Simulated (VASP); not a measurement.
# C: relaxation of cell and atoms with PBEsol

The system is C.

```xyz
1
Lattice="1.7428 0.0000 0.0000 0.0000 1.7428 0.0000 0.0000 0.0000 1.7428" Properties=species:S:1:pos:R:3 pbc="T T T"
C     0.0000    0.0000    0.0000
```

```yaml
Program: VASP 6.6.1
Task: relaxation of cell and atoms
Functional: PBEsol
Potentials_or_basis: VASP PAW PBE potentials, release 64 (C)
Cutoff: 600 eV
k_mesh: 32 × 32 × 32
Occupations: gaussian, width 0.1 eV
Spin: no spin polarisation
Dipole_correction: no
Further_INCAR_settings: ALGO = Normal; EDIFF = 1e-06; IBRION = 2; EDIFFG = -0.01; NSW = 100; ISIF = 3
```

```yaml
Relaxed_volume: 5.46 Å³/atom
Relaxed_cell: a = 1.761 Å, b = 1.761 Å, c = 1.761 Å, α = 90.00°, β = 90.00°, γ = 90.00°
Space_group_after_relaxing_to_0.05_Å: Pm-3m (No. 221)
Energy_gained_by_relaxing: 6.0 meV/atom
Ionic_steps: 3
Pressure_after_relaxing: 0.0 GPa
Band_gap_on_the_k_mesh: zero (band 2 reaches 20.69 eV, above the bottom of band 3 at 8.60 eV)
```

Step by step:
```csv
step,energy change (eV),largest force (eV/Å),pressure (GPa),volume (Å³)
1,0.0000,0.0000,11.90,5.29
2,-0.0020,0.0000,-9.05,5.60
3,-0.0060,0.0000,-0.03,5.46
```

Final structure:
```
C
1.0
     1.76086    0.00000    0.00000
     0.00000    1.76086    0.00000
     0.00000    0.00000    1.76086
C
1
Direct
  0.00000 0.00000 0.00000
```

Levels at points of the mesh, in eV from the Fermi level:
| k point | band 1 | band 2 | band 3 | band 4 | band 5 | band 6 |
| --- | --- | --- | --- | --- | --- | --- |
| (0.00, 0.00, 0.00) | -22.46 | 9.52 | 9.52 | 9.52 | 25.70 | 25.70 |
| (0.50, 0.00, 0.00) | -12.75 | -12.52 | 12.94 | 12.94 | 29.81 | 33.73 |
| (0.50, 0.50, 0.00) | -6.19 | -6.19 | -2.56 | 7.91 | 15.69 | 42.03 |
| (0.50, 0.50, 0.50) | -0.98 | -0.98 | -0.98 | 9.12 | 17.43 | 17.43 |

Run time: 20 s on 1 thread of Intel Xeon 6975P-C, on a shared host, peak memory 0.13 GiB.

Caveat: the PAW data sets were made with another functional, which shifts forces and pressure a little.
